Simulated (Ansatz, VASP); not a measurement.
CsSnI3 in VASP and in Ansatz

POSCAR

```
CsSnI3
1.0
    6.0542459837      0.0000000000      0.0000000000
    0.0000000000      6.0542459837      0.0000000000
    0.0000000000      0.0000000000      6.2920492926
Cs Sn I
1 1 3
Direct
    0.0000000000      0.0000000000      0.0000000000
    0.5000000000      0.5000000000      0.5000000000
    0.5000000000      0.5000000000      0.0000000000
    0.5000000000      0.0000000000      0.5000000000
    0.0000000000      0.5000000000      0.5000000000
```

INCAR.step1

```
PREC     = Accurate       # precision mode
ENCUT    = 520            # plane-wave cutoff, eV
ISMEAR   = -1             # smearing method
SIGMA    = 0.02           # smearing width, eV
LREAL    = False          # projectors in reciprocal space
LASPH    = True           # aspherical terms in the spheres
NELM     = 60             # most SCF steps
NBANDS   = 30             # bands
GGA      = PE             # functional
ALGO     = Normal         # electronic algorithm
EDIFF    = 1E-4           # SCF threshold, eV
LWAVE    = True           # write WAVECAR
LCHARG   = False          # write CHGCAR
```

File INCAR.step2:

```
PREC     = Accurate       # precision mode
ENCUT    = 520            # plane-wave cutoff, eV
EDIFF    = 1E-6           # SCF threshold, eV
ISMEAR   = -1             # smearing method
SIGMA    = 0.02           # smearing width, eV
LREAL    = False          # projectors in reciprocal space
LASPH    = True           # aspherical terms in the spheres
NELM     = 60             # most SCF steps
ALGO     = Normal         # electronic algorithm
ISIF     = 2              # what is computed and relaxed
LWAVE    = False          # write WAVECAR
LCHARG   = False          # write CHGCAR
METAGGA  = R2SCAN         # meta-GGA
LMIXTAU  = True         
NBANDS   = 30             # bands
ISTART   = 1
```

KPOINTS

```
Automatic mesh
0
Gamma
  4 4 4
```

Input for Ansatz:

```yaml
crystal:
  lattice:
    - [6.0542459837, 0.0, 0.0]
    - [0.0, 6.0542459837, 0.0]
    - [0.0, 0.0, 6.2920492926]
  atoms:
    - { symbol: Cs, position: [0.0, 0.0, 0.0] }
    - { symbol: Sn, position: [0.5, 0.5, 0.5] }
    - { symbol: I, position: [0.5, 0.5, 0.0] }
    - { symbol: I, position: [0.5, 0.0, 0.5] }
    - { symbol: I, position: [0.0, 0.5, 0.5] }
kpoints:
  mp_grid: { grid: [4, 4, 4] }
  band_path:
    path:
      - [0.0, 0.0, 0.0]
      - [0.0, 0.5, 0.0]
      - [0.5, 0.5, 0.0]
      - [0.5, 0.5, 0.5]
      - [0.484782, 0.499919, -0.5]
      - [0.487061, 0.492106, -0.5]
    npoints: 1
hamiltonian:
  xc: r2scan
scf:
  occupations: { method: fermi_dirac, width: 0.02 }
  n_extra_bands: 5
output:
  forces: true
  stress: true
  eigenvalues: true
```

Change from the starting cell: epitaxial_xy strain -3.0%.

Alike in both runs: task single point; functional r2SCAN; k mesh 4 × 4 × 4; occupations fermi-dirac, width 0.02 eV; no spin polarisation.

|  | VASP | Ansatz |
| --- | --- | --- |
| version | VASP 6.6.1 | Ansatz 0.2.0 |
| potentials or method | VASP PAW PBE potentials, release 64 (Cs_sv, Sn_d, I) | plane waves, PAW |
| plane-wave cutoff (eV) | 520 | 500 |
| valence electrons in the cell | 44 | 74 |

```csv
,VASP,Ansatz,Ansatz less VASP
pressure (GPa),1.1,1.1,0.00
"traceless stress, the component that is largest in VASP (GPa)",-1.09,-1.09,0.000
```

VASP's potentials were made for PBE, not for r2SCAN. VASP's potentials hold 44 valence electrons a cell and Ansatz's 74, so a difference there can come from the potentials and not from the codes.

Neither program's run includes spin-orbit coupling.
